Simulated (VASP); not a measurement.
# GaSb (F-43m) in VASP: a series of runs

The runs below take GaSb through single point, with PBEsol.

Program: VASP 6.6.1. These are calculated values, not measurements. Logs are shortened: lines on timing, memory, paths and dates and some standing lists are left out, and cuts for length are marked.

## Step 1: The cell of the first run

The structure is cubic, space group F-43m (No. 216). The conventional cell has a = 6.152 Å, b = 6.152 Å, c = 6.152 Å, α = 90.00°, β = 90.00°, γ = 90.00°. Ga (site symmetry -43m) has 4 Sb at 2.66 Å within 3.5 Å. Within 3.5 Å of Sb (site symmetry -43m) lie 4 Ga at 2.66 Å.

## Step 2: Single point, PBEsol (volume scaled by 1.020)

INCAR

```
SYSTEM = GaSb
ALGO = Normal
EDIFF = 1E-7
ENCUT = 520
GGA = PS
ISIF = 2
ISMEAR = 0
LASPH = .True.
LCHARG = .True.
LELF = .True.
LREAL = .False.
LVHAR = .True.
LWAVE = .False.
NBANDS = 16
NELM = 80
PREC = Accurate
SIGMA = 0.05
```

KPOINTS

```
k-points
0
Gamma
  10 10 10
  0 0 0
```

POSCAR

```
GaSb
1.0
    0.0000000000      3.0760031786      3.0760031786
    3.0760031786      0.0000000000      3.0760031786
    3.0760031786      3.0760031786      0.0000000000
Ga Sb
1 1
Direct
    0.0000000000      0.0000000000      0.0000000000
    0.7500000000      0.7500000000      0.7500000000
```

Potentials or basis: VASP PAW PBE potentials, release 64 (Ga_d, Sb).

Launch:

```sh
$ cat potpaw_PBE.64/Ga_d/POTCAR potpaw_PBE.64/Sb/POTCAR > POTCAR
$ mpirun -np 1 vasp_std > vasp.out
```

OUTCAR:

```text
SYSTEM = GaSb
   EDIFF = 1E-7
   ENCUT = 520
   GGA = PS
   ISIF = 2
   ISMEAR = 0
   LASPH = .True.
   LREAL = .False.
   NELM = 80
   PREC = Accurate

 ion  position               nearest neighbor table
   1  0.000  0.000  0.000-   2 2.66   2 2.66   2 2.66   2 2.66
   2  0.750  0.750  0.750-   1 2.66   1 2.66   1 2.66   1 2.66

  LATTYP: Found a face centered cubic cell.
 ALAT       =     6.1520063572

  Lattice vectors:

 A1 = (   0.0000000000,   3.0760031786,   3.0760031786)
 A2 = (   3.0760031786,   0.0000000000,   3.0760031786)
 A3 = (   3.0760031786,   3.0760031786,   0.0000000000)

Analysis of symmetry for initial positions (statically):
=====================================================================
 Subroutine PRICEL returns:
 Original cell was already a primitive cell.

 Routine SETGRP: Setting up the symmetry group for a
 face centered cubic supercell.

 Subroutine GETGRP returns: Found 24 space group operations
 (whereof 24 operations were pure point group operations)
 out of a pool of 48 trial point group operations.

The static configuration has the point symmetry T_d .

Analysis of symmetry for dynamics (positions and initial velocities):
=====================================================================
 Subroutine PRICEL returns:
 Original cell was already a primitive cell.

 Routine SETGRP: Setting up the symmetry group for a
 face centered cubic supercell.

 Subroutine GETGRP returns: Found 24 space group operations
 (whereof 24 operations were pure point group operations)
 out of a pool of 48 trial point group operations.

The dynamic configuration has the point symmetry T_d .

 Subroutine INISYM returns: Found 24 space group operations
 (whereof 24 operations are pure point group operations),
 and found     1 'primitive' translations

----------------------------------------------------------------------------------------

                                     Primitive cell

  volume of cell :      58.2090

  direct lattice vectors                    reciprocal lattice vectors
     0.000000000  3.076003179  3.076003179    -0.162548597  0.162548597  0.162548597
     3.076003179  0.000000000  3.076003179     0.162548597 -0.162548597  0.162548597
     3.076003179  3.076003179  0.000000000     0.162548597  0.162548597 -0.162548597

  length of vectors
     4.350125413  4.350125413  4.350125413     0.281542428  0.281542428  0.281542428

  position of ions in fractional coordinates (direct lattice)
     0.000000000  0.000000000  0.000000000
     0.750000000  0.750000000  0.750000000

  ion indices of the primitive-cell ions
   primitive index   ion index
                 1           1
                 2           2

----------------------------------------------------------------------------------------

 KPOINTS: k-points

Automatic generation of k-mesh.
 Grid dimensions read from file:
 generate k-points for:   10   10   10

 Generating k-lattice:

  Cartesian coordinates                     Fractional coordinates (reciprocal lattice)
    -0.016254860  0.016254860  0.016254860     0.100000000  0.000000000  0.000000000
     0.016254860 -0.016254860  0.016254860     0.000000000  0.100000000  0.000000000
     0.016254860  0.016254860 -0.016254860     0.000000000  0.000000000  0.100000000

  Length of vectors
     0.028154243  0.028154243  0.028154243

  Shift w.r.t. Gamma in fractional coordinates (k-lattice)
     0.000000000  0.000000000  0.000000000

 Subroutine IBZKPT returns following result:
 ===========================================

 Found     47 irreducible k-points:

 Following reciprocal coordinates:
            Coordinates               Weight
  0.000000  0.000000  0.000000      1.000000
  0.100000  0.000000  0.000000      8.000000
  0.200000  0.000000  0.000000      8.000000
  0.300000  0.000000  0.000000      8.000000
  0.400000  0.000000  0.000000      8.000000
  0.500000  0.000000  0.000000      4.000000
[... 16 lines left out ...]
  0.300000  0.300000  0.000000      6.000000
  0.400000  0.300000  0.000000     24.000000
 [... further k-points ...]
   k-points           NKPTS =     47   k-points in BZ     NKDIM =     47   number of bands    NBANDS=     16
   number of dos      NEDOS =    301   number of ions     NIONS =      2
   total plane-waves  NPLWV =  32768
   dimension x,y,z NGX =    32 NGY =   32 NGZ =   32
   dimension x,y,z NGXF=    64 NGYF=   64 NGZF=   64
   ions per type =               1   1
   NGX,Y,Z   is equivalent  to a cutoff of  12.23, 12.23, 12.23 a.u.
   NGXF,Y,Z  is equivalent  to a cutoff of  24.46, 24.46, 24.46 a.u.
 SYSTEM =  GaSb
   PREC   = accura    normal or accurate (medium, high low for compatibility)
   ISTART =      0    job   : 0-new  1-cont  2-samecut
   ICHARG =      2    charge: 1-file 2-atom 10-const
   ISPIN  =      1    spin polarized calculation?
   LNONCOLLINEAR =      F non collinear calculations
   LSORBIT =      F    spin-orbit coupling
   LASPH  =      T    aspherical Exc in radial PAW
   ENCUT  =  520.0 eV  38.22 Ry    6.18 a.u.   8.09  8.09  8.09*2*pi/ulx,y,z
   NELM   =     80;   NELMIN=  2; NELMDL= -5     # of ELM steps
   EDIFF  = 0.1E-06   stopping-criterion for ELM
   LREAL  =      F    real-space projection
   EDIFFG = 0.1E-05   stopping-criterion for IOM
   NSW    =      0    number of steps for IOM
   IBRION =     -1    ionic relax: 0-MD 1-quasi-New 2-CG
   NFREE  =      0    steps in history (QN), initial steepest desc. (CG)
   ISIF   =      2    stress and relaxation
   ISYM   =      2    0-nonsym 1-usesym 2-fastsym
   POTIM  = 0.5000    time-step for ionic-motion
   TEBEG  =    0.0;   TEEND  =   0.0 temperature during run
   PSTRESS=    0.0 pullay stress
   NELECT =      18.0000    total number of electrons
   NUPDOWN=      -1.0000    fix difference up-down
   EMIN   =  10.00;   EMAX   =-10.00  energy-range for DOS
   EFERMI =   0.00;   METHOD = LEGACY
   ISMEAR =     0;   SIGMA  =   0.05  broadening in eV -4-tet -1-fermi 0-gaus
   EFERMI_NEDOS =   21; number of points for ismear=-14 and -15
   IALGO  =     38    algorithm
   IMIX   =      4    mixing-type and parameters
     AMIX     =   0.40;   BMIX     =  1.00
     AMIX_MAG =   1.60;   BMIX_MAG =  1.00
  volume/ion in A,a.u.               =      29.10       196.41
  Fermi-wavevector in a.u.,A,eV,Ry     =   1.107054  2.092029 16.674879  1.225569
  Thomas-Fermi vector in A             =   2.243563
   LORBIT       =      0    0 simple, 1 ext, 2 COOP (PROOUT), +10 PAW based schemes
   GGA     = PS    functional components
   LHFCALC =     F    Hartree Fock is set to
   AEXX    =    0.0000 exact exchange contribution
   IVDW    =     0    specifies the selected vdW correction
   LEPSILON=     F    determine dielectric tensor
   LRPA    =     F    only Hartree local field effects (RPA)
 non-spin polarized calculation
 Gauss-broadening in eV      SIGMA  =   0.05
  energy-cutoff  :      520.00
  volume of cell :       58.21
 maximum number of plane-waves:      1588
   NGX = 17   NGY = 17   NGZ = 17

 number of electron      17.9999995 magnetization

 Free energy of the ion-electron system (eV)
  ---------------------------------------------------
  ext. energy  EPLUGINS =         0.00000000
  ---------------------------------------------------
  free energy    TOTEN  =        -8.15059489 eV

  energy without entropy =       -8.15051775  energy(sigma->0) =       -8.15055632

 E-fermi :   4.5777     XC(G=0):  -9.1946

 val. band max:        4.5624971415   @ k =   0.0000   0.0000   0.0000
 cond. band min:       4.8758290587   @ k =   0.5000   0.0000   0.0000
 fundamental gap:      0.3133319172
 Fermi energy:         4.5777259418

 k-point     1 :       0.0000    0.0000    0.0000
  band No.  band energies     occupation
      1     -10.4019      2.00000
      2     -10.4019      2.00000
      3     -10.4019      2.00000
      4     -10.3540      2.00000
      5     -10.3540      2.00000
      6      -6.8265      2.00000
[... 8 lines left out ...]
     15      13.1300      0.00000
     16      13.1300      0.00000

 k-point     2 :       0.1000    0.0000    0.0000
  band No.  band energies     occupation
      1     -10.4045      2.00000
      2     -10.4007      2.00000
      3     -10.4007      2.00000
      4     -10.3542      2.00000
      5     -10.3542      2.00000
      6      -6.7256      2.00000
[... 8 lines left out ...]
     15      12.4739      0.00000
     16      12.4739      0.00000

 k-point     3 :       0.2000    0.0000    0.0000
  band No.  band energies     occupation
      1     -10.4112      2.00000
      2     -10.3979      2.00000
      3     -10.3979      2.00000
      4     -10.3544      2.00000
      5     -10.3544      2.00000
      6      -6.4320      2.00000
[... 8 lines left out ...]
     15      12.0448      0.00000
     16      12.0448      0.00000

 k-point     4 :       0.3000    0.0000    0.0000
  band No.  band energies     occupation
      1     -10.4194      2.00000
      2     -10.3947      2.00000
      3     -10.3947      2.00000
      4     -10.3543      2.00000
      5     -10.3543      2.00000
      6      -5.9829      2.00000
[... 8 lines left out ...]
     15      12.3409      0.00000
     16      12.3409      0.00000
[... 324 lines left out ...]
 k-point    22 :      -0.2000    0.2000    0.0000
  band No.  band energies     occupation
      1     -10.4226      2.00000
      2     -10.3934      2.00000
      3     -10.3918      2.00000
      4     -10.3558      2.00000
      5     -10.3540      2.00000
      6      -5.8233      2.00000
[... 8 lines left out ...]
     15      13.2392      0.00000
     16      13.7495      0.00000

 k-point    23 :       0.3000    0.3000    0.0000
  band No.  band energies     occupation
      1     -10.4313      2.00000
      2     -10.3867      2.00000
      3     -10.3867      2.00000
      4     -10.3609      2.00000
      5     -10.3514      2.00000
      6      -5.6682      2.00000
[... 8 lines left out ...]
     15      14.2796      0.00000
     16      14.4008      0.00000

 k-point    24 :       0.4000    0.3000    0.0000
  band No.  band energies     occupation
      1     -10.4363      2.00000
      2     -10.3843      2.00000
      3     -10.3838      2.00000
      4     -10.3620      2.00000
      5     -10.3511      2.00000
      6      -5.2512      2.00000
[... 8 lines left out ...]
     15      14.8452      0.00000
     16      14.8490      0.00000

 [... further k-points ...]
[... 5 lines left out ...]
  --------------------------------------------------------------------------------------
  -------------------------------------------------------------------------------------
  Total       -0.3224769     -0.3224769     -0.3224769      0.0000000     -0.0000000     -0.0000000
  in kB       -8.8760309     -8.8760309     -8.8760309      0.0000000     -0.0000000     -0.0000000
  external PRESSURE =      -8.8760309 kB  Pullay stress =       0.0000000 kB

 VOLUME and BASIS-vectors are now :
 -----------------------------------------------------------------------------
  energy-cutoff  :      520.00
  volume of cell :       58.21
      direct lattice vectors                 reciprocal lattice vectors
     0.000000000  3.076003179  3.076003179    -0.162548597  0.162548597  0.162548597
     3.076003179  0.000000000  3.076003179     0.162548597 -0.162548597  0.162548597
     3.076003179  3.076003179  0.000000000     0.162548597  0.162548597 -0.162548597

 POSITION                                       TOTAL-FORCE (eV/Angst)
 -----------------------------------------------------------------------------------
      0.00000      0.00000      0.00000         0.000000      0.000000      0.000000
      4.61400      4.61400      4.61400        -0.000000     -0.000000     -0.000000
 -----------------------------------------------------------------------------------
    total drift:                               -0.000000     -0.000000     -0.000000

  FREE ENERGIE OF THE ION-ELECTRON SYSTEM (eV)
  ---------------------------------------------------
  free  energy   TOTEN  =        -8.1505948920 eV

  energy  without entropy=       -8.1505177516  energy(sigma->0) =       -8.15055632
```

Run time: 16 s. Hardware: 1 thread of Intel Xeon 6975P-C (Granite Rapids), shared host; peak memory 0.2 GiB.

Results:

```
Free energy            : -8.1506 eV
Pressure               : -0.9 GPa
Band gap on the k mesh : zero (filled and empty bands touch)
```

Levels at points of the mesh, in eV from the Fermi level:
| k point | band 5 | band 6 | band 7 | band 8 | band 9 | band 10 | band 11 | band 12 | band 13 | band 14 |
| --- | --- | --- | --- | --- | --- | --- | --- | --- | --- | --- |
| (0.00, 0.00, 0.00) | -14.93 | -11.40 | -0.14 | -0.02 | -0.02 | -0.02 | 2.75 | 2.75 | 2.75 | 5.60 |
| (0.50, 0.00, 0.00) | -14.93 | -9.82 | -6.33 | -1.15 | -1.15 | 0.30 | 3.70 | 3.70 | 6.31 | 9.13 |
| (0.50, 0.50, 0.00) | -14.93 | -9.01 | -6.77 | -2.54 | -2.54 | 0.84 | 1.18 | 8.54 | 8.54 | 9.82 |

Caveat: the PAW data sets were made with another functional, which shifts forces and pressure a little; spin-orbit coupling is left out, which moves the levels of the heavy elements.

(Part 1 of 2 ends here.)
